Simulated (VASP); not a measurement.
# SiC in VASP: further runs, part 2 of 2

VASP 6.6.1.

## Step 4: Relaxation of the atoms, PBE

File INCAR:

```
PREC = Accurate
ENCUT = 520
EDIFF = 1E-7
ISMEAR = -1
SIGMA = 0.02
LREAL = F
LASPH = T
NELM = 60
ALGO = Normal
ISIF = 2
LWAVE = F
LCHARG = F
LDIPOL = T
IDIPOL = 3
DIPOL = 0.5 0.5 0.500
GGA = PE
IBRION = 2
NSW = 60
EDIFFG = -0.01
```

File KPOINTS:

```
Automatic mesh
0
Gamma
  8 5 1
```

File POSCAR:

```
SiC
1.0
    3.0919181390      0.0000000000      0.0000000000
    0.0000000000      5.0742764844      0.0000000000
    0.0000000000      0.0000000000     16.8926000000
Si C
2 2
Direct
    0.7500000000      0.5620818710      0.4735813350
    0.2500000000      0.0620818710      0.5264186650
    0.7500000000      0.9379181290      0.4735813350
    0.2500000000      0.4379181290      0.5264186650
```

Potentials or basis: VASP PAW PBE potentials, release 64 (Si, C).

The run is started by

```
cat potpaw_PBE.64/Si/POTCAR potpaw_PBE.64/C/POTCAR > POTCAR
mpirun -np 1 vasp_std > vasp.out
```

OUTCAR:

```text
PREC = Accurate
   ENCUT = 520
   EDIFF = 1E-7
   ISMEAR = -1
   LREAL = F
   LASPH = T
   NELM = 60
   ISIF = 2
   GGA = PE
   IBRION = 2
   NSW = 60
   EDIFFG = -0.01

 ion  position               nearest neighbor table
   1  0.750  0.562  0.474-   4 1.89   4 1.89   3 1.91   2 3.10   2 3.10   2 3.10   2 3.10
   2  0.250  0.062  0.526-   3 1.89   3 1.89   4 1.91   1 3.10   1 3.10   1 3.10   1 3.10
   3  0.750  0.938  0.474-   2 1.89   2 1.89   1 1.91
   4  0.250  0.438  0.526-   1 1.89   1 1.89   2 1.91

  LATTYP: Found a simple orthorhombic cell.
 ALAT       =     3.0919181390
 B/A-ratio  =     1.6411419243
 C/A-ratio  =     5.4634693548

  Lattice vectors:

 A1 = (   3.0919181390,   0.0000000000,   0.0000000000)
 A2 = (   0.0000000000,   5.0742764844,   0.0000000000)
 A3 = (   0.0000000000,   0.0000000000,  16.8926000000)

Analysis of symmetry for initial positions (statically):
=====================================================================
 Subroutine PRICEL returns:
 Original cell was already a primitive cell.

 Routine SETGRP: Setting up the symmetry group for a
 simple orthorhombic supercell.

 Subroutine GETGRP returns: Found  4 space group operations
 (whereof  1 operations were pure point group operations)
 out of a pool of  8 trial point group operations.

The static configuration has the point symmetry C_1 .
 The point group associated with its full space group is C_2v.

Analysis of symmetry for dynamics (positions and initial velocities):
=====================================================================
 Subroutine PRICEL returns:
 Original cell was already a primitive cell.

 Routine SETGRP: Setting up the symmetry group for a
 simple orthorhombic supercell.

 Subroutine GETGRP returns: Found  4 space group operations
 (whereof  1 operations were pure point group operations)
 out of a pool of  8 trial point group operations.

The dynamic configuration has the point symmetry C_1 .
 The point group associated with its full space group is C_2v.

 Subroutine INISYM returns: Found  4 space group operations
 (whereof  1 operations are pure point group operations),
 and found     1 'primitive' translations

----------------------------------------------------------------------------------------

                                     Primitive cell

  volume of cell :     265.0322

  direct lattice vectors                    reciprocal lattice vectors
     3.091918139  0.000000000  0.000000000     0.323423828  0.000000000  0.000000000
     0.000000000  5.074276484  0.000000000     0.000000000  0.197072431  0.000000000
     0.000000000  0.000000000 16.892600000     0.000000000  0.000000000  0.059197518

  length of vectors
     3.091918139  5.074276484 16.892600000     0.323423828  0.197072431  0.059197518

  position of ions in fractional coordinates (direct lattice)
     0.750000000  0.562081871  0.473581335
     0.250000000  0.062081871  0.526418665
     0.750000000  0.937918129  0.473581335
     0.250000000  0.437918129  0.526418665

  ion indices of the primitive-cell ions
   primitive index   ion index
                 1           1
                 2           2
                 3           3
[... 70 lines left out ...]
   ISYM   =      2    0-nonsym 1-usesym 2-fastsym
   POTIM  = 0.5000    time-step for ionic-motion
   TEBEG  =    0.0;   TEEND  =   0.0 temperature during run
   PSTRESS=    0.0 pullay stress
   NELECT =      16.0000    total number of electrons
   NUPDOWN=      -1.0000    fix difference up-down
   EMIN   =  10.00;   EMAX   =-10.00  energy-range for DOS
   EFERMI =   0.00;   METHOD = LEGACY
   ISMEAR =    -1;   SIGMA  =   0.02  broadening in eV -4-tet -1-fermi 0-gaus
   EFERMI_NEDOS =   21; number of points for ismear=-14 and -15
   IALGO  =     38    algorithm
   IMIX   =      4    mixing-type and parameters
     AMIX     =   0.40;   BMIX     =  1.00
     AMIX_MAG =   1.60;   BMIX_MAG =  1.00
  volume/ion in A,a.u.               =      66.26       447.13
  Fermi-wavevector in a.u.,A,eV,Ry     =   0.642217  1.213615  5.611627  0.412443
  Thomas-Fermi vector in A             =   1.708814
   LORBIT       =      0    0 simple, 1 ext, 2 COOP (PROOUT), +10 PAW based schemes
   GGA     = PE    functional components
   LHFCALC =     F    Hartree Fock is set to
   AEXX    =    0.0000 exact exchange contribution
   IVDW    =     0    specifies the selected vdW correction
   LEPSILON=     F    determine dielectric tensor
   LRPA    =     F    only Hartree local field effects (RPA)
 conjugate gradient relaxation of ions
 non-spin polarized calculation
  energy-cutoff  :      520.00
  volume of cell :      265.03
 maximum number of plane-waves:      7176
 NGX is ok and might be reduce to    24
   NGX = 11   NGY = 19   NGZ = 63

--------------------------------------- Ionic step        1  -------------------------------------------

 number of electron      15.9999999 magnetization

 Free energy of the ion-electron system (eV)
  ---------------------------------------------------
  ext. energy  EPLUGINS =         0.00000000
  ---------------------------------------------------
  free energy    TOTEN  =       -25.36608193 eV

  energy without entropy =      -25.36608193  energy(sigma->0) =      -25.36608193

------------------------ aborting loop because EDIFF is reached ----------------------------------------

  FORCE on cell =-STRESS in cart. coord.  units (eV):
  Direction    XX          YY          ZZ          XY          YZ          ZX
  --------------------------------------------------------------------------------------
  -------------------------------------------------------------------------------------
  Total       -3.1720114     -1.4364544     -5.3303602      0.0000000      0.0000000      0.0000000
  in kB      -19.1755003     -8.6836801    -32.2231896      0.0000000      0.0000000      0.0000000
  external PRESSURE =     -20.0274567 kB  Pullay stress =       0.0000000 kB
[... 95 lines left out ...]
  FREE ENERGIE OF THE ION-ELECTRON SYSTEM (eV)
  ---------------------------------------------------
  free  energy   TOTEN  =       -27.4230039178 eV

  energy  without entropy=      -27.4230039178  energy(sigma->0) =      -27.42300392

[... ionic steps 4 to 8 ...]

--------------------------------------- Ionic step        9  -------------------------------------------

 number of electron      15.9999998 magnetization

------------------------ aborting loop because EDIFF is reached ----------------------------------------
[... 71 lines left out ...]
--------------------------------------- Ionic step       11  -------------------------------------------

 number of electron      15.9999998 magnetization

 dipolmoment           0.000000      0.000000      0.000000 electrons x Angstroem

 Free energy of the ion-electron system (eV)
  ---------------------------------------------------
  ext. energy  EPLUGINS =         0.00000000
  ---------------------------------------------------
  free energy    TOTEN  =       -27.81837738 eV

  energy without entropy =      -27.81837738  energy(sigma->0) =      -27.81837738

 E-fermi :  -2.6589     XC(G=0):  -2.6072

 val. band max:       -3.0891406161   @ k =   0.2500   0.0000   0.0000
 cond. band min:      -0.3216092072   @ k =   0.5000   0.4000   0.0000
 fundamental gap:      2.7675314089
 Fermi energy:        -2.6588693008

 k-point     1 :       0.0000    0.0000    0.0000
  band No.  band energies     occupation
      1     -16.9978      2.00000
      2     -13.6230      2.00000
      3     -10.7531      2.00000
      4      -6.9745      2.00000
      5      -6.2631      2.00000
      6      -4.4797      2.00000
      7      -4.0339      2.00000
      8      -3.4700      2.00000
      9       0.0652      0.00000
     10       0.1533      0.00000
     11       0.6050      0.00000
     12       1.7696      0.00000
[... 198 lines left out ...]
      1     -13.9411      2.00000
      2     -13.9411      2.00000
      3     -10.9792      2.00000
      4     -10.9792      2.00000
      5      -5.6777      2.00000
      6      -5.6777      2.00000
      7      -3.8254      2.00000
      8      -3.8254      2.00000
      9      -0.3216      0.00000
     10      -0.3216      0.00000
     11       1.9095      0.00000
     12       1.9095      0.00000

------------------------ aborting loop because EDIFF is reached ----------------------------------------

 vacuum level on the upper side and lower side of the slab       (xc-potential included)        -0.056        -0.056

  FORCE on cell =-STRESS in cart. coord.  units (eV):
  Direction    XX          YY          ZZ          XY          YZ          ZX
  --------------------------------------------------------------------------------------
  -------------------------------------------------------------------------------------
  Total        3.7329514      9.6278842     -0.0103418      0.0000000      0.0000000      0.0000000
  in kB       22.5665049     58.2026592     -0.0625185      0.0000000      0.0000000      0.0000000
  external PRESSURE =      26.9022152 kB  Pullay stress =       0.0000000 kB
[... 19 lines left out ...]
  FREE ENERGIE OF THE ION-ELECTRON SYSTEM (eV)
  ---------------------------------------------------
  free  energy   TOTEN  =       -27.8183773771 eV

  energy  without entropy=      -27.8183773771  energy(sigma->0) =      -27.81837738

 reached required accuracy - stopping structural energy minimisation

 vacuum level on the upper side and lower side of the slab         1.978         1.978
```

OSZICAR:

```text
N       E                     dE             d eps       ncg     rms          rms(c)
DAV:   1     0.105634264381E+03    0.10563E+03   -0.50280E+03   360   0.921E+02
DAV:   2    -0.117205544949E+02   -0.11735E+03   -0.11158E+03   652   0.168E+02
DAV:   3    -0.291975928313E+02   -0.17477E+02   -0.16974E+02   476   0.766E+01
[... 150 lines left out ...]
DAV:   2    -0.278184179295E+02    0.76384E-05   -0.71730E-04   436   0.229E-01    0.353E-02
DAV:   3    -0.278183791883E+02    0.38741E-04   -0.66011E-05   420   0.745E-02    0.139E-02
DAV:   4    -0.278183773407E+02    0.18477E-05   -0.34257E-05   424   0.420E-02    0.645E-03
DAV:   5    -0.278183774004E+02   -0.59744E-07   -0.29999E-06   408   0.153E-02    0.356E-03
DAV:   6    -0.278183773771E+02    0.23262E-07   -0.11921E-07   288   0.349E-03
  11 F= -.27818377E+02 E0= -.27818377E+02  d E =-.179713E-03
```

Wall time 3.7 min (1 thread of Intel Xeon 6975P-C (Granite Rapids), shared host); peak memory 0.35 GiB.

Results:

```yaml
Free_energy: -27.8184 eV
Energy_gained_by_relaxing: 613.1 meV/atom
Ionic_steps: 11
Largest_force_after_relaxing: 0.010 eV/Å
Band_gap_on_the_k_mesh: 2.77 eV (least direct gap 2.95 eV)
```

Forces in eV/Å, atoms in the order of the input:
```
Si   0.000 -0.001  0.006
Si   0.000 -0.001 -0.006
C    0.000  0.001 -0.010
C    0.000  0.001  0.010
```

The path:
```tsv
step	energy change (eV)	largest force (eV/Å)	pressure (GPa)
1	0.0000	3.6046	-2.00
2	-1.3957	2.4911	0.11
3	-2.0569	2.7117	2.15
4	-2.1713	2.7902	2.67
5	-1.2834	7.7816	4.35
6	-2.4511	0.0801	2.71
7	-2.4511	0.1131	2.71
8	-2.4518	0.0913	2.70
9	-2.4521	0.0802	2.69
10	-2.4514	0.1814	2.70
11	-2.4523	0.0096	2.69
```

Final structure:
```
Si C
1.0
     3.09192    0.00000    0.00000
     0.00000    5.07428    0.00000
     0.00000    0.00000   16.89260
Si C
2 2
Direct
  0.75000 0.58010 0.50196
  0.25000 0.08010 0.49804
  0.75000 0.91990 0.49251
  0.25000 0.41990 0.50749
```

## Step 5: Summary

```tsv
task	cell	electric field (eV/Å)	gap on the mesh (eV)	largest force (eV/Å)
single point	as given, atomic positions A	-	2.79	0.01
single point	as given, atomic positions A	-0.5 eV/Å	2.78	0.13
relaxation of the atoms	atoms relaxed, atomic positions B	-	2.77	0.01
```

Alike in all rows: level PBE; potentials or basis VASP PAW PBE potentials, release 64 (Si, C); no spin polarisation; k mesh 8 × 5 × 1; cutoff (eV) 520; smearing fermi-dirac 0.02 eV.

Absolute energies hang on the potentials; compare differences alone.
